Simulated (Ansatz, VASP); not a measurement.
**PtS2: VASP beside Ansatz**

```xyz
3
Lattice="3.5526 0.0000 0.0000 -1.7763 3.0767 0.0000 0.0000 0.0000 5.1227" Properties=species:S:1:pos:R:3 pbc="T T T"
Pt    0.0000    0.0000    0.0000
S     0.0000    2.0511    1.2257
S     1.7763    1.0256    3.8971
```

Alike in both runs: task single point; functional HSE06; k mesh 6 × 6 × 2; no spin polarisation.

|  | VASP | Ansatz |
| --- | --- | --- |
| version | VASP 6.6.1 | Ansatz 0.2.0 |
| potentials or method | VASP PAW PBE potentials, release 64 (Pt, S) | plane waves, PAW |
| plane-wave cutoff (eV) | 520 | 420 |
| occupations | gaussian, width 0.01 eV | fixed |
| valence electrons in the cell | 22 | 30 |

Ansatz gave:

```
gap on the k mesh at the Fermi level (eV)                     : 1.45
pressure (GPa)                                                : -0.9
traceless stress, the component that is largest in VASP (GPa) : 0.89
rms of the force components (eV/Å)                            : 0.174
```

Which values does VASP return?

gap on the k mesh at the Fermi level (eV): 1.42; pressure (GPa): -1.4; traceless stress, the component that is largest in VASP (GPa): 0.89; rms of the force components (eV/Å): 0.188.

Atom by atom the forces differ by 0.014 eV/Å (rms over components). VASP's potentials hold 22 valence electrons a cell and Ansatz's 30, so a difference there can come from the potentials and not from the codes. Ansatz's warnings: stress exchange threshold loose, stress scf threshold loose.

The k mesh is coarse, so the values compare programs but aren't converged. Spin-orbit coupling is off throughout.
